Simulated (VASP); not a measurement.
Wanted: the native input for a VASP 6.6.1 run.

```
Task                   : single point
Functional             : PBE
Potentials or basis    : VASP PAW PBE potentials, release 64 (Cu)
Cutoff                 : 520 eV
k mesh                 : 5 × 5 × 5
Occupations            : fermi-dirac, width 0.1 eV
Spin                   : no spin polarisation
Dipole correction      : no
Further INCAR settings : ALGO = Normal; EDIFF = 1e-06; NBANDS = 12
```

The structure of Cu lies in POSCAR:

```
Cu
1.0
    0.0000000000      1.8145751207      1.8145751207
    1.8145751207      0.0000000000      1.8145751207
    1.8145751207      1.8145751207      0.0000000000
Cu
1
Direct
    0.0000000000      0.0000000000      0.0000000000
```

These files were run (other wordings do the same):

INCAR

```
ALGO = Normal
EDIFF = 1E-6
ENCUT = 520
GGA = PE
ISIF = 2
ISMEAR = -1
LASPH = T
LCHARG = F
LREAL = F
LWAVE = F
NBANDS = 12
NELM = 100
PREC = Accurate
SIGMA = 0.1
```

KPOINTS

```
k-points
0
Gamma
  5 5 5
```

Potentials or basis: VASP PAW PBE potentials, release 64 (Cu).

Command:

```console
$ cat potpaw_PBE.64/Cu/POTCAR > POTCAR
$ mpirun -np 1 vasp_std > vasp.out
```

Results of the run:

* Pressure: -0.1 GPa

Caveat: the k points lie up to 0.60 Å⁻¹ apart.

It took 4 s on 1 thread of Intel Xeon 8259CL (shared host), peak memory 0.09 GiB.
